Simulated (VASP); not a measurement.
The system is GeBiH3.

```
Ge Bi H
1.0
    -2.88535    2.88535    4.08050
     2.88535   -2.88535    4.08050
     2.88535    2.88535   -4.08050
Ge Bi H
2 2 6
Cartesian
  0.0000 0.0000 4.0805
  0.0000 0.0000 0.0000
  0.0000 2.8853 2.0402
  2.8853 0.0000 2.0402
  1.5505 -1.3349 4.0805
  1.3349 1.5505 4.0805
  0.0000 0.0000 6.1207
  1.3349 4.2202 0.0000
  1.5505 1.3349 0.0000
  0.0000 0.0000 2.0402
```

```yaml
Program: VASP 6.6.1
Task: relaxation of cell and atoms
Functional: PBE
Potentials_or_basis: VASP PAW PBE potentials, release 64 (Ge_d, Bi_d, H)
Cutoff: 600 eV
k_mesh: 4 × 4 × 4
Occupations: gaussian, width 0.1 eV
Spin: no spin polarisation
```

At the start: pressure -5.5 GPa; volume 13.59 Å³/atom.

Task: How do energy, volume and symmetry change on relaxing?

Result: Over 15 steps the energy falls by 63.3 meV/atom and the volume is 12.39 Å³/atom (-8.8 %); space group I4/mcm (No. 140, to 0.1 Å) before and after.

Step by step:
| step | energy change (eV) | largest force (eV/Å) | pressure (GPa) | volume (Å³) |
| --- | --- | --- | --- | --- |
| 1 | 0.0000 | 0.1790 | -5.47 | 135.88 |
| 2 | -0.2337 | 0.1897 | -2.44 | 126.96 |
| 3 | -0.2770 | 0.1929 | -0.14 | 122.13 |
| 4 | -0.2774 | 0.1931 | 0.22 | 121.59 |
| 5 | -0.2860 | 0.2017 | 0.15 | 121.57 |
| 6 | -0.3139 | 0.2267 | 0.17 | 121.50 |
| 7 | -0.3779 | 0.2581 | 0.23 | 121.37 |
| 8 | -0.4996 | 0.1990 | 0.38 | 121.10 |
| 9 | -0.6102 | 0.0312 | 1.40 | 120.54 |
| 10 | -0.6256 | 0.0078 | -0.31 | 124.02 |
| 11 | -0.6260 | 0.0016 | 0.05 | 123.55 |
| 12 | -0.6260 | 0.0037 | -0.22 | 123.71 |
| 13 | -0.6260 | 0.0027 | -0.12 | 123.62 |
| 14 | -0.6296 | 0.0134 | -0.08 | 123.73 |
| 15 | -0.6328 | 0.0288 | 0.07 | 123.89 |

Final structure:
```xyz
10
Lattice="-2.7986 2.7986 3.9544 2.7986 -2.7986 3.9544 2.7986 2.7986 -3.9544" Properties=species:S:1:pos:R:3 pbc="T T T"
Ge    0.0000    0.0000    3.9544
Ge    0.0000    0.0000    0.0000
Bi    0.0000    2.7986    1.9772
Bi    2.7986    0.0000    1.9772
H     1.9007   -0.8978    3.9544
H     0.8978    1.9007    3.9544
H     0.0000    0.0000    5.9317
H     0.8978    3.6964    0.0000
H     1.9007    0.8978    0.0000
H     0.0000    0.0000    1.9772
```
